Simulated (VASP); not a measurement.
# MoS2: single point with PBEsol+U

Crystal: MoS2.

```
CELL_PARAMETERS angstrom
3.22746 0.00000 0.00000
-1.61373 2.79507 0.00000
0.00000 0.00000 6.31247
ATOMIC_POSITIONS crystal
Mo 0.00000 0.00000 0.50000
S 0.66667 0.33333 0.74468
S 0.33333 0.66667 0.25532
```

| Item | Value |
| --- | --- |
| Program | VASP 6.6.1 |
| Task | single point |
| Functional | PBEsol |
| Potentials or basis | VASP PAW PBE potentials, release 64 (Mo_sv, S) |
| Cutoff | 520 eV |
| k mesh | 9 × 9 × 4 |
| Occupations | fermi-dirac, width 0.05 eV |
| Spin | no spin polarisation |
| Hubbard terms | Mo d U = 2.0 eV |

The pressure is -2.4 GPa. The largest force is 0.117 eV/Å and the band gap on the k mesh is zero (band 13 reaches 7.51 eV, above the bottom of band 14 at 6.49 eV).

Forces on the atoms (eV/Å):
```
Mo   0.000  0.000  0.000
S    0.000  0.000  0.117
S    0.000  0.000 -0.117
```

Stress tensor (GPa, compression positive):
```
-3.52  0.00  0.00
 0.00 -3.52  0.00
 0.00  0.00 -0.10
```

Levels at points of the mesh, in eV from the Fermi level:
| k point | band 9 | band 10 | band 11 | band 12 | band 13 | band 14 | band 15 | band 16 | band 17 | band 18 |
| --- | --- | --- | --- | --- | --- | --- | --- | --- | --- | --- |
| (0.00, 0.00, 0.00) | -3.99 | -1.86 | -1.06 | -0.95 | -0.95 | -0.32 | -0.32 | 3.23 | 3.23 | 5.94 |
| (0.00, 0.00, 0.50) | -3.98 | -3.63 | -0.96 | -0.96 | -0.39 | -0.39 | -0.06 | 3.39 | 3.39 | 5.91 |

Eigenvalues of the final occupation matrices:
```csv
site,spin,trace,eigenvalues
site 1 d,1,1.95,0.36 0.36 0.40 0.42 0.42
site 1 d,2,1.95,0.36 0.36 0.40 0.42 0.42
```

Wall time 25 s on 1 thread of Intel(R) Xeon(R) Platinum 8488C (Sapphire Rapids), with other jobs on the host, peak memory 0.19 GiB.

Caveat: the PAW data sets were made with another functional, which shifts forces and pressure a little; this functional lacks dispersion, which binds the layers, so the pressure and a relaxed spacing across them are unreliable; U without spin polarisation on a metal has little footing.
